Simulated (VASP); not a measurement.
NdZrS2: single point with PBE

The system is NdZrS2.

```
CELL_PARAMETERS angstrom
3.44878 0.00000 0.00000
-1.72439 2.98673 0.00000
0.00000 0.00000 7.11096
ATOMIC_POSITIONS crystal
Nd 0.66667 0.33333 0.50000
Zr 0.66667 0.33333 0.00000
S 0.33333 0.66667 0.22571
S 0.33333 0.66667 0.77429
```

```
Program             : VASP 6.6.1
Task                : single point
Functional          : PBE
Potentials or basis : VASP PAW PBE potentials, release 64 (Nd_3, Zr_sv, S), 4f in core
Cutoff              : 500 eV
k mesh              : 12 × 12 × 6
Occupations         : gaussian, width 0.1 eV
Spin                : no spin polarisation
```

* Pressure: 16.7 GPa
* Band gap on the k mesh: zero (an odd number of electrons rules out a gap without spin polarisation)

Stress tensor (GPa, compression positive):
```
16.68  0.00  0.00
 0.00 16.68  0.00
 0.00  0.00 16.86
```

Levels at points of the mesh, in eV from the Fermi level:
| k point | band 16 | band 17 | band 18 | band 19 | band 20 | band 21 |
| --- | --- | --- | --- | --- | --- | --- |
| (0.00, 0.00, 0.00) | -2.68 | -2.24 | 0.69 | 0.69 | 2.22 | 2.29 |
| (0.50, 0.00, 0.00) | -2.89 | -1.91 | 0.18 | 2.34 | 3.38 | 3.61 |
| (0.00, 0.00, 0.50) | -3.01 | -0.02 | 0.28 | 0.97 | 0.97 | 1.29 |
| (0.50, 0.00, 0.50) | -3.62 | -0.78 | -0.39 | 2.07 | 2.33 | 3.16 |

Run time: 97 s on 1 thread of AMD EPYC 9R45 96-Core Processor (Zen 5) (shared host), peak memory 0.26 GiB.

Caveat: the cell stands under pressure; spin-orbit coupling is left out, which moves the levels of the heavy elements; the 4f electrons are frozen in the core, so they carry no moment and show no levels; an odd number of electrons without spin polarisation forces a metal; a magnetic or distorted state may lie lower; the run has no spin polarisation, though such a crystal can be magnetic. Spin polarisation is off, so any magnetic state and its effect on volume and gap are missing.
